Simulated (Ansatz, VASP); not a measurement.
**Two plane-wave programs on TaSi2**

File INCAR:

```
SYSTEM = TaSi2
PREC     = Accurate       ! precision mode
ENCUT    = 520            ! plane-wave cutoff, eV
EDIFF    = 1E-6           ! SCF threshold, eV
ISMEAR   = 0              ! smearing method
SIGMA    = 0.15           ! smearing width, eV
LREAL    = .FALSE.        ! projectors in reciprocal space
LASPH    = .TRUE.         ! aspherical terms in the spheres
NELM     = 60             ! most SCF steps
ALGO     = Normal         ! electronic algorithm
ISIF     = 2              ! what is computed and relaxed
LWAVE    = .FALSE.        ! write WAVECAR
LCHARG   = .TRUE.         ! write CHGCAR
GGA      = PS             ! functional
LELF     = .TRUE.         ! ELF
LVHAR    = .TRUE.       
NBANDS   = 38             ! bands
```

The input KPOINTS:

```
Automatic mesh
0
G
  12 12 6
  0 0 0
```

Contents of POSCAR:

```
TaSi2
1.0
    4.5228165553      0.0000000000      0.0000000000
   -2.2614082776      3.9168740336      0.0000000000
    0.0000000000      0.0000000000      6.2279949422
Ta Si
3 6
Direct
    0.5000000000      0.0000000000      0.5000000000
    0.5000000000      0.5000000000      0.8333333333
    0.0000000000      0.5000000000      0.1666666667
    0.1592675430      0.3185350860      0.5000000000
    0.8407324570      0.1592675430      0.8333333333
    0.6814649140      0.8407324570      0.1666666667
    0.8407324570      0.6814649140      0.5000000000
    0.1592675430      0.8407324570      0.8333333333
    0.3185350860      0.1592675430      0.1666666667
```

Input for Ansatz:

```yaml
crystal:
  lattice:
    - [4.5228165553, 0.0, 0.0]
    - [-2.2614082776, 3.9168740336, 0.0]
    - [0.0, 0.0, 6.2279949422]
  atoms:
    - { symbol: Ta, position: [0.5, 0.0, 0.5] }
    - { symbol: Ta, position: [0.5, 0.5, 0.8333333333] }
    - { symbol: Ta, position: [0.0, 0.5, 0.1666666667] }
    - { symbol: Si, position: [0.159267543, 0.318535086, 0.5] }
    - { symbol: Si, position: [0.840732457, 0.159267543, 0.8333333333] }
    - { symbol: Si, position: [0.681464914, 0.840732457, 0.1666666667] }
    - { symbol: Si, position: [0.840732457, 0.681464914, 0.5] }
    - { symbol: Si, position: [0.159267543, 0.840732457, 0.8333333333] }
    - { symbol: Si, position: [0.318535086, 0.159267543, 0.1666666667] }
basis:
  ecutwfc: 420
kpoints:
  mp_grid: { grid: [12, 12, 6] }
hamiltonian:
  xc: pbesol
scf:
  occupations: { method: gaussian, width: 0.15 }
output:
  forces: true
  stress: true
  eigenvalues: true
  write_density: true
  write_potential: true
  elf: true
  volumetric_format: npy
```

Change from the starting cell: strain -0.050 along x and y, -0.050 along z, atoms carried along.

Alike in both runs: task single point; functional PBEsol; k mesh 12 × 12 × 6; occupations gaussian, width 0.15 eV; no spin polarisation.

|  | VASP | Ansatz |
| --- | --- | --- |
| version | VASP 6.6.1 | Ansatz 0.2.0 |
| potentials or method | VASP PAW PBE potentials, release 64 (Ta_pv, Si), cutoff 520 eV | scalar-relativistic, plane waves, PAW |
| valence electrons in the cell | 57 | 63 |

```csv
,VASP,Ansatz,Ansatz less VASP
gap on the k mesh at the Fermi level (eV),none,none,-
pressure (GPa),42.9,42.1,-0.75
"traceless stress, the component that is largest in VASP (GPa)",5.04,4.95,-0.090
rms of the force components (eV/Å),0.015,0.018,+0.0027
```

VASP's potentials were made for PBE, not for PBEsol. Atom by atom the forces differ by 0.003 eV/Å (rms over components). A gap of «none» marks a metal or a gap that the smearing closes. Both programs put the cell under a high pressure, so it lies far from rest at this level. The functional is the same, so the differences come from potentials, cutoffs and numerics. VASP's potentials hold 57 valence electrons a cell and Ansatz's 63, so a difference there can come from the potentials and not from the codes.

Neither program's run includes spin-orbit coupling.
